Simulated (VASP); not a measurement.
The system is Hf2Bi2O.

```xyz
5
Lattice="5.2061 0.0000 0.0000 -2.6031 4.5087 0.0000 0.0000 0.0000 5.4378" Properties=species:S:1:pos:R:3 pbc="T T T"
Hf    0.0000    3.0058    1.2999
Hf    0.0000    3.0058    4.1379
Bi    2.6031    1.5029    0.0000
Bi    0.0000    0.0000    0.0000
O     0.0000    0.0000    2.7189
```

The cell was built from a structure type or drawn by symmetry, and may not be a known phase.

```yaml
Program: VASP 6.6.1
Task: relaxation of cell and atoms
Functional: PBE
Potentials_or_basis: VASP PAW PBE potentials, release 64 (Hf_pv, Bi_d, O)
Cutoff: 600 eV
k_mesh: 6 × 6 × 4
Occupations: gaussian, width 0.1 eV
Spin: no spin polarisation
```

At the start: pressure -0.6 GPa; volume 25.53 Å³/atom.

Where does the relaxation end?

Over 5 steps the energy falls by 19.5 meV/atom and the volume is 25.27 Å³/atom (-1.0 %); space group P-6m2 (No. 187, to 0.1 Å) before and after.

Step by step:
| step | energy change (eV) | largest force (eV/Å) | pressure (GPa) | volume (Å³) |
| --- | --- | --- | --- | --- |
| 1 | 0.0000 | 0.2928 | -0.63 | 127.64 |
| 2 | -0.0885 | 0.5878 | 0.54 | 125.68 |
| 3 | -0.0909 | 0.4475 | 0.34 | 125.93 |
| 4 | -0.0945 | 0.2714 | -0.29 | 126.66 |
| 5 | -0.0975 | 0.0183 | -0.06 | 126.37 |

Final structure:
```
CELL_PARAMETERS angstrom
5.27688 0.00000 0.00000
-2.63844 4.56992 0.00000
0.00000 0.00000 5.24021
ATOMIC_POSITIONS crystal
Hf 0.33333 0.66667 0.23898
Hf 0.33333 0.66667 0.76102
Bi 0.66667 0.33333 0.00000
Bi 0.00000 0.00000 0.00000
O 0.00000 0.00000 0.50000
```
